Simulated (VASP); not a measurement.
# CdSe (F-43m) in VASP: further runs

The runs below take CdSe through single point, with LDA.

All numbers are computed with VASP 6.6.1; they aren't measurements. Logs are shortened: lines on timing, memory, paths and dates and some standing lists are left out, and cuts for length are marked.

### Step 1. The cell of the first run

Symmetry: F-43m, No. 216, cubic system. The conventional cell has a = 5.929 Å, b = 5.929 Å, c = 5.929 Å, α = 90.00°, β = 90.00°, γ = 90.00°. Within 3.4 Å of Cd (site symmetry -43m) lie 4 Se at 2.57 Å. Se (site symmetry -43m) has 4 Cd at 2.57 Å within 3.4 Å.

### Step 2. Single point, LDA

Input file INCAR:

```
SYSTEM = CdSe
ALGO     = Normal         ! electronic algorithm
EDIFF    = 1E-6           ! SCF threshold, eV
ENCUT    = 500            ! plane-wave cutoff, eV
GGA      = CA             ! functional
GGA_COMPAT= .FALSE.      
ISIF     = 2              ! what is computed and relaxed
ISMEAR   = 0              ! smearing method
LASPH    = .TRUE.         ! aspherical terms in the spheres
LCHARG   = .TRUE.         ! write CHGCAR
LELF     = .TRUE.         ! ELF
LREAL    = .FALSE.        ! projectors in reciprocal space
LVHAR    = .TRUE.       
LWAVE    = .FALSE.        ! write WAVECAR
NBANDS   = 16             ! bands
NELM     = 120            ! most SCF steps
PREC     = Accurate       ! precision mode
SIGMA    = 0.01           ! smearing width, eV
```

Input file KPOINTS:

```
k-points
0
G
  5 5 5
  0 0 0
```

Input file POSCAR:

```
CdSe
1.0
    0.0000000000      2.9643140584      2.9643140584
    2.9643140584      0.0000000000      2.9643140584
    2.9643140584      2.9643140584      0.0000000000
Cd Se
1 1
Direct
    0.0000000000      0.0000000000      0.0000000000
    0.7500000000      0.7500000000      0.7500000000
```

Potentials or basis: VASP PAW LDA potentials, release 64 (Cd, Se).

Started as:

```bash
> cat potpaw_LDA.64/Cd/POTCAR potpaw_LDA.64/Se/POTCAR > POTCAR
> mpirun -np 1 vasp_std > vasp.out
```

OUTCAR:

```text
SYSTEM = CdSe
   EDIFF = 1E-6
   ENCUT = 500
   GGA = CA
   ISIF = 2
   ISMEAR = 0
   LASPH = .TRUE.
   LREAL = .FALSE.
   NELM = 120
   PREC = Accurate

 ion  position               nearest neighbor table
   1  0.000  0.000  0.000-   2 2.57   2 2.57   2 2.57   2 2.57
   2  0.750  0.750  0.750-   1 2.57   1 2.57   1 2.57   1 2.57

  LATTYP: Found a face centered cubic cell.
 ALAT       =     5.9286281168

  Lattice vectors:

 A1 = (   0.0000000000,   2.9643140584,   2.9643140584)
 A2 = (   2.9643140584,   0.0000000000,   2.9643140584)
 A3 = (   2.9643140584,   2.9643140584,   0.0000000000)

Analysis of symmetry for initial positions (statically):
=====================================================================
 Subroutine PRICEL returns:
 Original cell was already a primitive cell.

 Routine SETGRP: Setting up the symmetry group for a
 face centered cubic supercell.

 Subroutine GETGRP returns: Found 24 space group operations
 (whereof 24 operations were pure point group operations)
 out of a pool of 48 trial point group operations.

The static configuration has the point symmetry T_d .

Analysis of symmetry for dynamics (positions and initial velocities):
=====================================================================
 Subroutine PRICEL returns:
 Original cell was already a primitive cell.

 Routine SETGRP: Setting up the symmetry group for a
 face centered cubic supercell.

 Subroutine GETGRP returns: Found 24 space group operations
 (whereof 24 operations were pure point group operations)
 out of a pool of 48 trial point group operations.

The dynamic configuration has the point symmetry T_d .

 Subroutine INISYM returns: Found 24 space group operations
 (whereof 24 operations are pure point group operations),
 and found     1 'primitive' translations

----------------------------------------------------------------------------------------

                                     Primitive cell

  volume of cell :      52.0958

  direct lattice vectors                    reciprocal lattice vectors
     0.000000000  2.964314058  2.964314058    -0.168673086  0.168673086  0.168673086
     2.964314058  0.000000000  2.964314058     0.168673086 -0.168673086  0.168673086
     2.964314058  2.964314058  0.000000000     0.168673086  0.168673086 -0.168673086

  length of vectors
     4.192173145  4.192173145  4.192173145     0.292150355  0.292150355  0.292150355

  position of ions in fractional coordinates (direct lattice)
     0.000000000  0.000000000  0.000000000
     0.750000000  0.750000000  0.750000000

  ion indices of the primitive-cell ions
   primitive index   ion index
                 1           1
                 2           2

----------------------------------------------------------------------------------------

 KPOINTS: k-points

Automatic generation of k-mesh.
 Grid dimensions read from file:
 generate k-points for:    5    5    5

 Generating k-lattice:

  Cartesian coordinates                     Fractional coordinates (reciprocal lattice)
    -0.033734617  0.033734617  0.033734617     0.200000000  0.000000000  0.000000000
     0.033734617 -0.033734617  0.033734617     0.000000000  0.200000000  0.000000000
     0.033734617  0.033734617 -0.033734617     0.000000000  0.000000000  0.200000000

  Length of vectors
     0.058430071  0.058430071  0.058430071

  Shift w.r.t. Gamma in fractional coordinates (k-lattice)
     0.000000000  0.000000000  0.000000000

 Subroutine IBZKPT returns following result:
 ===========================================

 Found     10 irreducible k-points:

 Following reciprocal coordinates:
            Coordinates               Weight
  0.000000  0.000000  0.000000      1.000000
  0.200000  0.000000  0.000000      8.000000
  0.400000  0.000000  0.000000      8.000000
  0.200000  0.200000  0.000000      6.000000
  0.400000  0.200000  0.000000     24.000000
 -0.400000  0.200000  0.000000     24.000000
 -0.200000  0.200000  0.000000     12.000000
  0.400000  0.400000  0.000000      6.000000
 -0.400000  0.400000  0.000000     12.000000
 -0.400000  0.400000  0.200000     24.000000
   k-points           NKPTS =     10   k-points in BZ     NKDIM =     10   number of bands    NBANDS=     16
   number of dos      NEDOS =    301   number of ions     NIONS =      2
   total plane-waves  NPLWV =  32768
   dimension x,y,z NGX =    32 NGY =   32 NGZ =   32
   dimension x,y,z NGXF=    64 NGYF=   64 NGZF=   64
   ions per type =               1   1
   NGX,Y,Z   is equivalent  to a cutoff of  12.69, 12.69, 12.69 a.u.
   NGXF,Y,Z  is equivalent  to a cutoff of  25.38, 25.38, 25.38 a.u.
 SYSTEM =  CdSe
   PREC   = accura    normal or accurate (medium, high low for compatibility)
   ISTART =      0    job   : 0-new  1-cont  2-samecut
   ICHARG =      2    charge: 1-file 2-atom 10-const
   ISPIN  =      1    spin polarized calculation?
   LNONCOLLINEAR =      F non collinear calculations
   LSORBIT =      F    spin-orbit coupling
   LASPH  =      T    aspherical Exc in radial PAW
   ENCUT  =  500.0 eV  36.75 Ry    6.06 a.u.   7.64  7.64  7.64*2*pi/ulx,y,z
   NELM   =    120;   NELMIN=  2; NELMDL= -5     # of ELM steps
   EDIFF  = 0.1E-05   stopping-criterion for ELM
   LREAL  =      F    real-space projection
   EDIFFG = 0.1E-04   stopping-criterion for IOM
   NSW    =      0    number of steps for IOM
   IBRION =     -1    ionic relax: 0-MD 1-quasi-New 2-CG
   NFREE  =      0    steps in history (QN), initial steepest desc. (CG)
   ISIF   =      2    stress and relaxation
   ISYM   =      2    0-nonsym 1-usesym 2-fastsym
   POTIM  = 0.5000    time-step for ionic-motion
   TEBEG  =    0.0;   TEEND  =   0.0 temperature during run
   PSTRESS=    0.0 pullay stress
   NELECT =      18.0000    total number of electrons
   NUPDOWN=      -1.0000    fix difference up-down
   EMIN   =  10.00;   EMAX   =-10.00  energy-range for DOS
   EFERMI =   0.00;   METHOD = LEGACY
   ISMEAR =     0;   SIGMA  =   0.01  broadening in eV -4-tet -1-fermi 0-gaus
   EFERMI_NEDOS =   21; number of points for ismear=-14 and -15
   IALGO  =     38    algorithm
   IMIX   =      4    mixing-type and parameters
     AMIX     =   0.40;   BMIX     =  1.00
     AMIX_MAG =   1.60;   BMIX_MAG =  1.00
  volume/ion in A,a.u.               =      26.05       175.78
  Fermi-wavevector in a.u.,A,eV,Ry     =   1.148766  2.170852 17.955100  1.319663
  Thomas-Fermi vector in A             =   2.285439
   LORBIT       =      0    0 simple, 1 ext, 2 COOP (PROOUT), +10 PAW based schemes
   GGA     = CA    functional components
   LHFCALC =     F    Hartree Fock is set to
   AEXX    =    0.0000 exact exchange contribution
   IVDW    =     0    specifies the selected vdW correction
   LEPSILON=     F    determine dielectric tensor
   LRPA    =     F    only Hartree local field effects (RPA)
 non-spin polarized calculation
 Gauss-broadening in eV      SIGMA  =   0.01
  energy-cutoff  :      500.00
  volume of cell :       52.10
 maximum number of plane-waves:      1363
   NGX = 15   NGY = 15   NGZ = 15

 number of electron      18.0000002 magnetization

 Free energy of the ion-electron system (eV)
  ---------------------------------------------------
  ext. energy  EPLUGINS =         0.00000000
  ---------------------------------------------------
  free energy    TOTEN  =        -6.72051210 eV

  energy without entropy =       -6.72051210  energy(sigma->0) =       -6.72051210

 E-fermi :   1.5834     XC(G=0):  -9.6313

 val. band max:        1.4861350005   @ k =   0.0000   0.0000   0.0000
 cond. band min:       1.9976930014   @ k =   0.0000   0.0000   0.0000
 fundamental gap:      0.5115580010
 Fermi energy:         1.5834450954

 k-point     1 :       0.0000    0.0000    0.0000
  band No.  band energies     occupation
      1     -11.6255      2.00000
      2      -6.7805      2.00000
      3      -6.7805      2.00000
      4      -6.7805      2.00000
      5      -6.3127      2.00000
      6      -6.3127      2.00000
[... 8 lines left out ...]
     15      12.7484      0.00000
     16      12.7484      0.00000

 k-point     2 :       0.2000    0.0000    0.0000
  band No.  band energies     occupation
      1     -11.4710      2.00000
      2      -6.7320      2.00000
      3      -6.7320      2.00000
      4      -6.6415      2.00000
      5      -6.3136      2.00000
      6      -6.3136      2.00000
[... 8 lines left out ...]
     15      11.5327      0.00000
     16      11.7441      0.00000

 k-point     3 :       0.4000    0.0000    0.0000
  band No.  band energies     occupation
      1     -11.2155      2.00000
      2      -6.6720      2.00000
      3      -6.6720      2.00000
      4      -6.2908      2.00000
      5      -6.2908      2.00000
      6      -6.1330      2.00000
[... 8 lines left out ...]
     15      12.8348      0.00000
     16      12.8348      0.00000

 k-point     4 :       0.2000    0.2000    0.0000
  band No.  band energies     occupation
      1     -11.4201      2.00000
      2      -6.6792      2.00000
      3      -6.6792      2.00000
      4      -6.6744      2.00000
      5      -6.3396      2.00000
      6      -6.2871      2.00000
[... 8 lines left out ...]
     15      13.0752      0.00000
     16      14.0589      0.00000

 k-point     5 :       0.4000    0.2000    0.0000
  band No.  band energies     occupation
      1     -11.1995      2.00000
      2      -6.6422      2.00000
      3      -6.6005      2.00000
      4      -6.4346      2.00000
      5      -6.2695      2.00000
      6      -6.1746      2.00000
[... 8 lines left out ...]
     15      13.7411      0.00000
     16      13.8020      0.00000

 k-point     6 :      -0.4000    0.2000    0.0000
  band No.  band energies     occupation
      1     -11.1151      2.00000
      2      -6.6330      2.00000
      3      -6.5992      2.00000
      4      -6.3325      2.00000
      5      -6.2967      2.00000
      6      -5.8778      2.00000
[... 8 lines left out ...]
     15      12.5634      0.00000
     16      13.6838      0.00000

 k-point     7 :      -0.2000    0.2000    0.0000
  band No.  band energies     occupation
      1     -11.2831      2.00000
      2      -6.6729      2.00000
      3      -6.6586      2.00000
      4      -6.4243      2.00000
      5      -6.3332      2.00000
      6      -6.2472      2.00000
[... 8 lines left out ...]
     15      12.8946      0.00000
     16      14.0353      0.00000

 k-point     8 :       0.4000    0.4000    0.0000
  band No.  band energies     occupation
      1     -11.0855      2.00000
      2      -6.5645      2.00000
      3      -6.4883      2.00000
      4      -6.4883      2.00000
      5      -6.2454      2.00000
      6      -6.0426      2.00000
[... 8 lines left out ...]
     15      13.8314      0.00000
     16      15.9554      0.00000

 k-point     9 :      -0.4000    0.4000    0.0000
  band No.  band energies     occupation
      1     -11.0349      2.00000
      2      -6.5820      2.00000
      3      -6.4862      2.00000
      4      -6.4258      2.00000
      5      -6.2650      2.00000
      6      -5.7833      2.00000
[... 8 lines left out ...]
     15      13.5989      0.00000
     16      15.5064      0.00000

 k-point    10 :      -0.4000    0.4000    0.2000
  band No.  band energies     occupation
      1     -11.0664      2.00000
      2      -6.5754      2.00000
      3      -6.5602      2.00000
      4      -6.3825      2.00000
      5      -6.2902      2.00000
      6      -5.8313      2.00000
[... 8 lines left out ...]
     15      13.3694      0.00000
     16      15.4463      0.00000

------------------------ aborting loop because EDIFF is reached ----------------------------------------

  FORCE on cell =-STRESS in cart. coord.  units (eV):
  Direction    XX          YY          ZZ          XY          YZ          ZX
  --------------------------------------------------------------------------------------
  -------------------------------------------------------------------------------------
  Total        1.0351954      1.0351954      1.0351954      0.0000000      0.0000000     -0.0000000
  in kB       31.8368638     31.8368638     31.8368638      0.0000000      0.0000000     -0.0000000
  external PRESSURE =      31.8368638 kB  Pullay stress =       0.0000000 kB

 VOLUME and BASIS-vectors are now :
 -----------------------------------------------------------------------------
  energy-cutoff  :      500.00
  volume of cell :       52.10
      direct lattice vectors                 reciprocal lattice vectors
     0.000000000  2.964314058  2.964314058    -0.168673086  0.168673086  0.168673086
     2.964314058  0.000000000  2.964314058     0.168673086 -0.168673086  0.168673086
     2.964314058  2.964314058  0.000000000     0.168673086  0.168673086 -0.168673086

 POSITION                                       TOTAL-FORCE (eV/Angst)
 -----------------------------------------------------------------------------------
      0.00000      0.00000      0.00000         0.000000      0.000000      0.000000
      4.44647      4.44647      4.44647        -0.000000     -0.000000     -0.000000
 -----------------------------------------------------------------------------------
    total drift:                                0.000000      0.000000     -0.000000

  FREE ENERGIE OF THE ION-ELECTRON SYSTEM (eV)
  ---------------------------------------------------
  free  energy   TOTEN  =        -6.7205121024 eV

  energy  without entropy=       -6.7205121024  energy(sigma->0) =       -6.72051210
```

Run time: 8.5 s. Hardware: 1 thread of Intel Xeon Platinum 8259CL at 2.50GHz (Skylake/Cascade Lake), shared host; peak memory 0.15 GiB.

What came out:

```
Free energy            : -6.7205 eV
Pressure               : 3.2 GPa
Band gap on the k mesh : 0.51 eV, direct
```

Levels at points of the mesh, in eV from the valence-band top:
```tsv
k point	band 7	band 8	band 9	band 10	band 11	band 12
(0.00, 0.00, 0.00)	0.00	0.00	0.00	0.51	5.78	5.78
```

As with any semilocal functional, this LDA gap is likely too small.

### Step 3. Single point, LDA

This run uses another cell than the first one, of 26.77 Å³/atom, 1.028 times its volume.

Input file INCAR:

```
  ALGO = Normal
  EDIFF = 1E-6
  ENCUT = 500
  GGA = CA
  GGA_COMPAT = F
  ISIF = 2
  ISMEAR = 0
  LASPH = T
  LCHARG = F
  LREAL = F
  LWAVE = F
  NBANDS = 16
  NELM = 120
  PREC = Accurate
  SIGMA = 0.01
```

Input file KPOINTS:

```
k-points
0
Gamma
  5 5 5
```

Input file POSCAR:

```
CdSe
1.0
    0.0000000000      2.9915111194      2.9915111194
    2.9915111194      0.0000000000      2.9915111194
    2.9915111194      2.9915111194      0.0000000000
Cd Se
1 1
Direct
    0.0000000000      0.0000000000      0.0000000000
    0.7500000000      0.7500000000      0.7500000000
```

Potentials or basis: VASP PAW LDA potentials, release 64 (Cd, Se).

Started as:

```bash
> cat potpaw_LDA.64/Cd/POTCAR potpaw_LDA.64/Se/POTCAR > POTCAR
> mpirun -np 1 vasp_std > vasp.out
```

It took 7.8 s on 1 thread of Intel Xeon Platinum 8259CL at 2.50GHz (Skylake/Cascade Lake), shared host; peak memory 0.15 GiB.

Results (log left out):

| Item | Value |
| --- | --- |
| Free energy | -6.7407 eV |
| Pressure | 1.3 GPa |
| Band gap on the k mesh | 0.46 eV, direct |

Levels at points of the mesh, in eV from the valence-band top:
| k point | band 6 | band 7 | band 8 | band 9 | band 10 | band 11 | band 12 | band 13 |
| --- | --- | --- | --- | --- | --- | --- | --- | --- |
| (0.00, 0.00, 0.00) | -7.72 | 0.00 | 0.00 | 0.00 | 0.46 | 5.78 | 5.78 | 5.78 |

### Step 4. Single point, LDA

This run uses another cell than the first one, of 27.50 Å³/atom, 1.056 times its volume.

Input file INCAR:

```
PREC = Accurate ; ENCUT = 500
EDIFF = 1E-6 ; ISMEAR = 0
SIGMA = 0.01 ; LREAL = F
LASPH = T ; NELM = 120
ALGO = Normal ; ISIF = 2
LWAVE = F ; LCHARG = T
LELF = T ; LVHAR = T
NBANDS = 16 ; GGA_COMPAT = F
```

Input file KPOINTS:

```
regular mesh
0
Gamma
  5 5 5
```

Input file POSCAR:

```
CdSe
1.0
    0.0000000000      3.0182224534      3.0182224534
    3.0182224534      0.0000000000      3.0182224534
    3.0182224534      3.0182224534      0.0000000000
Cd Se
1 1
Direct
    0.0000000000      0.0000000000      0.0000000000
    0.7500000000      0.7500000000      0.7500000000
```

Started as:

```bash
> cat potpaw_LDA.64/Cd/POTCAR potpaw_LDA.64/Se/POTCAR > POTCAR
> mpirun -np 1 vasp_std > vasp.out
```

It took 7.9 s on 1 thread of Intel Xeon Platinum 8259CL at 2.50GHz (Skylake/Cascade Lake), shared host; peak memory 0.15 GiB.

It converged, with:

```yaml
Free_energy: -6.7452 eV
Pressure: -0.3 GPa
Band_gap_on_the_k_mesh: 0.40 eV, direct
```

Levels at points of the mesh, in eV from the valence-band top:
```csv
k point,band 5,band 6,band 7,band 8,band 9,band 10,band 11,band 12,band 13,band 14
"(0.00, 0.00, 0.00)",-7.64,-7.64,0.00,0.00,0.00,0.40,5.79,5.79,5.79,9.58
```

LDA gaps usually lie below the measured ones, often by a third to a half.

[end of part 1 of 2]
